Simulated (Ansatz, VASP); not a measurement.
## Ta6F in VASP and in Ansatz

The input INCAR:

```
ALGO = Fast
DIPOL = 0.5 0.5 0.326
EDIFF = 1E-6
ENCUT = 520
GGA = CA
IDIPOL = 3
ISIF = 2
ISMEAR = 0
ISPIN = 2
LASPH = True
LCHARG = True
LDIPOL = True
LELF = True
LMAXMIX = 4
LORBIT = 11
LREAL = False
LVACPOTAV = True
LVHAR = True
LWAVE = False
MAGMOM = 0 0 0 0 0 0 1
NBANDS = 50
NELM = 150
PREC = Accurate
SIGMA = 0.1
```

File KPOINTS:

```
k-points
0
Gamma
  6 6 1
```

File POSCAR:

```
Ta6F
1.0
    4.6002247516      0.0000000000      0.0000000000
   -2.3001123758      3.9839114980      0.0000000000
    0.0000000000      0.0000000000     21.4017722141
Ta F
6 1
Direct
    0.6666666667      0.3333333333      0.1869004099
    0.3333333333      0.6666666667      0.2307760729
    0.0000000000      0.0000000000      0.2746517360
    0.6666666667      0.3333333333      0.3157775353
    0.3333333333      0.6666666667      0.3543568624
    0.0000000000      0.0000000000      0.3925736677
    0.1111111111     -0.1111111111      0.5248057078
```

Input for Ansatz:

```yaml
crystal:
  lattice:
    - [4.6002247516, 0.0, 0.0]
    - [-2.3001123758, 3.983911498, 0.0]
    - [0.0, 0.0, 21.4017722141]
  atoms:
    - { symbol: Ta, position: [0.6666666667, 0.3333333333, 0.1869004099] }
    - { symbol: Ta, position: [0.3333333333, 0.6666666667, 0.2307760729] }
    - { symbol: Ta, position: [0.0, 0.0, 0.274651736] }
    - { symbol: Ta, position: [0.6666666667, 0.3333333333, 0.3157775353] }
    - { symbol: Ta, position: [0.3333333333, 0.6666666667, 0.3543568624] }
    - { symbol: Ta, position: [0.0, 0.0, 0.3925736677] }
    - { symbol: F, position: [0.1111111111, -0.1111111111, 0.5248057078], spin: 1.0 }
basis:
  ecutwfc: 420
kpoints:
  mp_grid: { grid: [6, 6, 1] }
hamiltonian:
  xc: lda
  pseudopotentials: { kind: paw, azcp: { folder: soft_1 } }
scf:
  occupations: { method: gaussian, width: 0.1 }
output:
  forces: true
  eigenvalues: true
  populations: true
magnetization:
  spin_polarized: true
efield:
  axis: 3
  dipole_correction: true
  ramp_width: 0.04
```

Alike in both runs: task single point; functional LDA; k mesh 6 × 6 × 1; occupations gaussian, width 0.1 eV; collinear spin.

|  | VASP | Ansatz |
| --- | --- | --- |
| version | VASP 6.6.1 | Ansatz 0.2.0 |
| potentials or method | VASP PAW LDA potentials, release 64 (Ta_pv, F), cutoff 520 eV | scalar-relativistic, plane waves, PAW |
| valence electrons in the cell | 73 | 85 |

|  | VASP | Ansatz | Ansatz less VASP |
| --- | --- | --- | --- |
| gap on the k mesh at the Fermi level (eV) | none | none | - |
| rms of the force components (eV/Å) | 1.180 | 1.170 | -0.0105 |
| net moment per atom (μB) | 0.03 | 0.04 | +0.001 |
| size of the moment on the site where the two differ most (μB) | 0.22 | 0.26 | +0.043 |
| work function, face that differs most (eV) | 10.12 | 10.11 | -0.014 |

Ansatz warns that its potentials were made for another functional, while VASP's fit it. LDA's correlation is that of Perdew and Zunger in VASP and of Perdew and Wang (1992) in Ansatz. Site moments also hang on the region over which each program counts them. Atom by atom the forces differ by 0.026 eV/Å (rms over components). A gap of «none» marks a metal or a gap that the smearing closes. VASP's potentials hold 73 valence electrons a cell and Ansatz's 85, so a difference there can come from the potentials and not from the codes.

Neither program's run includes spin-orbit coupling.
